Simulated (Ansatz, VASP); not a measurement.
## GaBTe3: VASP beside Ansatz

```
CELL_PARAMETERS angstrom
4.58031 0.00000 0.00000
0.00000 4.58031 0.00000
0.00000 0.00000 8.53916
ATOMIC_POSITIONS crystal
Ga 0.00000 0.00000 0.86089
B 0.00000 0.00000 0.26933
Te 0.00000 0.50000 0.13434
Te 0.50000 0.00000 0.13434
Te 0.00000 0.00000 0.51822
```

Alike in both runs: functional PBE; k mesh 8 × 8 × 6; occupations gaussian, width 0.1 eV; no spin polarisation.

Ansatz relaxed the structure, and its values are those at the end. VASP's run is a single point on that final structure, the one shown.

```csv
,VASP,Ansatz
version,VASP 6.6.1,Ansatz 0.2.0
potentials or method,"VASP PAW PBE potentials, release 64 (Ga_d, B, Te), cutoff 520 eV","scalar-relativistic, plane waves, PAW"
valence electrons in the cell,34,64
```

```csv
,VASP,Ansatz,Ansatz less VASP
gap on the k mesh at the Fermi level (eV),none,none,-
pressure (GPa),0.0,0.0,-0.02
rms of the force components (eV/Å),0.015,0.002,-0.0133
```

A gap of «none» marks a metal or a gap that the smearing closes. The functional is the same, so the differences come from potentials, cutoffs and numerics. VASP's potentials hold 34 valence electrons a cell and Ansatz's 64, so a difference there can come from the potentials and not from the codes.

Spin-orbit coupling is off throughout.
